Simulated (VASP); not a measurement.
Here is a VASP 6.6.1 calculation.

Contents of INCAR:

```
SYSTEM = MgO
ALGO = Normal
EDIFF = 1E-7
EDIFFG = -0.002
ENCUT = 600
GGA = PE
GGA_COMPAT = .FALSE.
IBRION = 2
ISIF = 3
ISMEAR = 0
LASPH = .TRUE.
LCHARG = .FALSE.
LREAL = .FALSE.
LWAVE = .FALSE.
NELM = 120
NELMIN = 4
NSW = 100
PREC = Accurate
PSTRESS = 232.0
SIGMA = 0.02
```

File KPOINTS:

```
k-points
0
G
  10 10 10
  0 0 0
```

POSCAR

```
MgO
1.0
    0.0000000000      2.1085000000      2.1085000000
    2.1085000000      0.0000000000      2.1085000000
    2.1085000000      2.1085000000      0.0000000000
Mg O
1 1
Direct
    0.0000000000      0.0000000000      0.0000000000
    0.5000000000      0.5000000000      0.5000000000
```

Potentials or basis: VASP PAW PBE potentials, release 64 (Mg, O).

Launch:

```sh
$ cat potpaw_PBE.64/Mg/POTCAR potpaw_PBE.64/O/POTCAR > POTCAR
$ mpirun -np 1 vasp_std > vasp.out
```

(1) What does it give for the space group after relaxing (to 0.05 Å)?

(2) Predict the band gap on the k mesh.

(3) Estimate the relaxed volume.

(4) What does it give for the relaxed cell?

## Answers

(1) Fm-3m (No. 225).

(2) 5.72 eV, direct.

(3) 8.49 Å³/atom.

(4) a = 2.885 Å, b = 2.885 Å, c = 2.885 Å, α = 60.00°, β = 60.00°, γ = 60.00°.

Caveat: the cell is relaxed towards a set pressure, so the enthalpy falls and the energy may rise.
